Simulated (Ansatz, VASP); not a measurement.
**Li in VASP and in Ansatz**

File POSCAR:

```
Li
1.0
    0.0000000000      2.2020000000      2.2020000000
    2.2020000000      0.0000000000      2.2020000000
    2.2020000000      2.2020000000      0.0000000000
Li
1
Direct
    0.0000000000      0.0000000000      0.0000000000
```

INCAR.step1

```
PREC = Accurate
ENCUT = 650
EDIFF = 1E-5
ISMEAR = 0
SIGMA = 0.1
LREAL = False
LASPH = True
NELM = 120
ALGO = Normal
ISIF = 2
LWAVE = True
LCHARG = False
NBANDS = 8
GGA = PE
GGA_COMPAT = False
```

The input INCAR.step2:

```
PREC = Accurate
ENCUT = 650
EDIFF = 1E-6
ISMEAR = 0
SIGMA = 0.1
LREAL = False
LASPH = True
NELM = 120
ALGO = Normal
ISIF = 2
LWAVE = False
LCHARG = False
GGA = PE
LHFCALC = True
AEXX = 0.25
HFSCREEN = 0.3
PRECFOCK = Normal
NBANDS = 8
ISTART = 1
GGA_COMPAT = False
```

File KPOINTS:

```
Automatic mesh
0
Gamma
  7 7 7
```

The input input.yaml:

```yaml
crystal:
  lattice: { a: 4.404, b: 4.404, c: 4.404, alpha: 90.0, beta: 90.0, gamma: 90.0 }
  space_group: 225
  reduce_to_primitive: true
  atoms:
    - { symbol: Li, wyckoff: "4a", position: [0.0, 0.0, 0.0] }
hamiltonian:
  xc: { exchange: pbe, correlation: pbe, exx: { coeff: 0.25, omega: 0.3 } }
  pseudopotentials: { kind: nc, accuracy: standard }
kpoints:
  mp_grid: { grid: [7, 7, 7] }
scf:
  occupations: { method: gaussian, width: 0.1 }
  n_extra_bands: 6
output:
  forces: true
  stress: true
  eigenvalues: true
  dos: { projected: false, de: 0.05 }
```

Alike in both runs: functional PBE-based screened hybrid; k mesh 7 × 7 × 7; occupations gaussian, width 0.1 eV; no spin polarisation.

|  | VASP | Ansatz |
| --- | --- | --- |
| version | VASP 6.6.1 | Ansatz 0.2.0 |
| potentials or method | VASP PAW PBE potentials, release 64 (Li_sv) | PseudoDojo standard (PBE files) |
| plane-wave cutoff (eV) | 650 | 1007 |
| valence electrons in the cell | 3 | 3 |
| task | single point | density of states |

VASP gave:

* gap on the k mesh at the Fermi level (eV): none
* pressure (GPa): -0.7

Q: Which values does Ansatz return?

A: gap on the k mesh at the Fermi level (eV): none; pressure (GPa): -0.4.

VASP's potentials were made for PBE, not for PBE-based screened hybrid. A gap of «none» marks a metal or a gap that the smearing closes.
